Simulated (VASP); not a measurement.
Write the native input for VASP 6.6.1 that does the following.

- Task: single point
- Functional: PBEsol
- Potentials or basis: VASP PAW PBE potentials, release 64 (Y_sv)
- Cutoff: 520 eV
- k mesh: 10 × 10 × 10
- Occupations: fermi-dirac, width 0.136057 eV
- Spin: no spin polarisation
- Dipole correction: no
- Further INCAR settings: ALGO = Normal; EDIFF = 1e-06; NBANDS = 12

The structure of Y lies in POSCAR:

```
Y
1.0
    3.2013015539      0.0000000000      0.0000000000
    0.0000000000      3.2013015539      0.0000000000
    0.0000000000      0.0000000000      3.2013015539
Y
1
Direct
    0.0000000000      0.0000000000      0.0000000000
```

One way to write it, as run:

INCAR

```
ALGO = Normal
EDIFF = 1E-6
ENCUT = 520
GGA = PS
ISIF = 2
ISMEAR = -1
LASPH = T
LCHARG = F
LREAL = F
LWAVE = F
NBANDS = 12
NELM = 80
PREC = Accurate
SIGMA = 0.13605693000000002
```

KPOINTS

```
k-points
0
Gamma
  10 10 10
```

Potentials or basis: VASP PAW PBE potentials, release 64 (Y_sv).

Command:

```console
$ cat potpaw_PBE.64/Y_sv/POTCAR > POTCAR
$ mpirun -np 1 vasp_std > vasp.out
```

Results of the run:

The pressure is 0.0 GPa.

Caveat: the PAW data sets were made with another functional, which shifts forces and pressure a little.

Wall time 7.7 s on 1 thread of Intel Xeon 6975P-C (shared host), peak memory 0.16 GiB.
